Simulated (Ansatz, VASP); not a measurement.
**Ta2N in VASP and in Ansatz**

File INCAR:

```
PREC = Accurate ; ENCUT = 520
EDIFF = 1E-7 ; ISMEAR = 0
SIGMA = 0.15 ; LREAL = False
LASPH = True ; NELM = 60
ALGO = Normal ; ISIF = 2
LWAVE = False ; LCHARG = False
NBANDS = 50
```

Contents of KPOINTS:

```
Automatic mesh
0
Gamma
  9 9 8
```

Contents of POSCAR:

```
Ta2N
1.0
    5.2288597096      0.0000000000      0.0000000000
   -2.6144298548      4.5283253413      0.0000000000
    0.0000000000      0.0000000000      4.8835331142
Ta N
6 3
Direct
    0.7027876405      0.7027876405      0.7526041962
    0.0000000000      0.2972123595      0.7526041962
    0.2972123595      0.0000000000      0.7526041962
    0.2972123595      0.2972123595      0.2473958038
    0.0000000000      0.7027876405      0.2473958038
    0.7027876405      0.0000000000      0.2473958038
    0.6666666667      0.3333333333      0.5000000000
    0.3333333333      0.6666666667      0.5000000000
    0.0000000000      0.0000000000      0.0000000000
```

Input for Ansatz:

```yaml
crystal:
  lattice:
    - [5.2288597096, 0.0, 0.0]
    - [-2.6144298548, 4.5283253413, 0.0]
    - [0.0, 0.0, 4.8835331142]
  atoms:
    - { symbol: Ta, position: [0.7027876405, 0.7027876405, 0.7526041962] }
    - { symbol: Ta, position: [0.0, 0.2972123595, 0.7526041962] }
    - { symbol: Ta, position: [0.2972123595, 0.0, 0.7526041962] }
    - { symbol: Ta, position: [0.2972123595, 0.2972123595, 0.2473958038] }
    - { symbol: Ta, position: [0.0, 0.7027876405, 0.2473958038] }
    - { symbol: Ta, position: [0.7027876405, 0.0, 0.2473958038] }
    - { symbol: "N", position: [0.6666666667, 0.3333333333, 0.5] }
    - { symbol: "N", position: [0.3333333333, 0.6666666667, 0.5] }
    - { symbol: "N", position: [0.0, 0.0, 0.0] }
basis:
  ecutwfc: 520.0
kpoints:
  mp_grid: { grid: [9, 9, 8] }
hamiltonian:
  xc: lda
  pseudopotentials: { kind: paw, azcp: { folder: soft_1 } }
scf:
  occupations: { method: gaussian, width: 0.15 }
output:
  forces: true
  stress: true
  eigenvalues: true
```

Alike in both runs: task single point; functional LDA; k mesh 9 × 9 × 8; occupations gaussian, width 0.15 eV; no spin polarisation.

|  | VASP | Ansatz |
| --- | --- | --- |
| version | VASP 6.6.1 | Ansatz 0.2.0 |
| potentials or method | VASP PAW LDA potentials, release 64 (Ta_pv, N), cutoff 520 eV | scalar-relativistic, plane waves, PAW |
| valence electrons in the cell | 81 | 93 |

|  | VASP | Ansatz | Ansatz less VASP |
| --- | --- | --- | --- |
| gap on the k mesh at the Fermi level (eV) | none | none | - |
| pressure (GPa) | 16.1 | 14.3 | -1.75 |
| traceless stress, the component that is largest in VASP (GPa) | -3.79 | -3.84 | -0.043 |
| rms of the force components (eV/Å) | 3.231 | 3.197 | -0.0340 |

Ansatz warns that its potentials were made for another functional, while VASP's fit it. LDA's correlation is that of Perdew and Zunger in VASP and of Perdew and Wang (1992) in Ansatz. Atom by atom the forces differ by 0.034 eV/Å (rms over components). A gap of «none» marks a metal or a gap that the smearing closes. VASP's potentials hold 81 valence electrons a cell and Ansatz's 93, so a difference there can come from the potentials and not from the codes.

Spin-orbit coupling is off throughout.
